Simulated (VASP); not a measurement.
Rh:

```
Rh
1.0
     0.00000    1.92282    1.92282
     1.92282    0.00000    1.92282
     1.92282    1.92282    0.00000
Rh
1
Direct
  0.00000 0.00000 0.00000
```

Base run:

```yaml
Program: VASP 6.6.1
Functional: r2SCAN
Potentials_or_basis: VASP PAW PBE potentials, release 64 (Rh_pv)
Cutoff: 520 eV
k_mesh: 12 × 12 × 12
Occupations: fermi-dirac, width 0.05 eV
Spin: no spin polarisation
```

Its results: pressure -8.3 GPa.

Problem. After a change of settings the same cell gave: pressure -3.0 GPa. Which change was it?
A. functional from r2SCAN to revPBE
B. functional from r2SCAN to PBE; further incar settings from ALGO = Normal; EDIFF = 1e-07; NBANDS = 14 to ALGO = Normal; EDIFF = 1e-06; NBANDS = 14
C. functional from r2SCAN to PBEsol
D. potentials or basis from VASP PAW PBE potentials, release 64 (Rh_pv) to VASP PAW PBE potentials, release 64 (Rh_sv_GW); cutoff from 520 eV to 580 eV; further incar settings from ALGO = Normal; EDIFF = 1e-07; NBANDS = 14 to ALGO = Normal; EDIFF = 1e-06; NBANDS = 14; valence electrons from 15 to 17

Solution. B.

Caveats: the PAW data sets were made with another functional, which shifts forces and pressure a little (some runs).
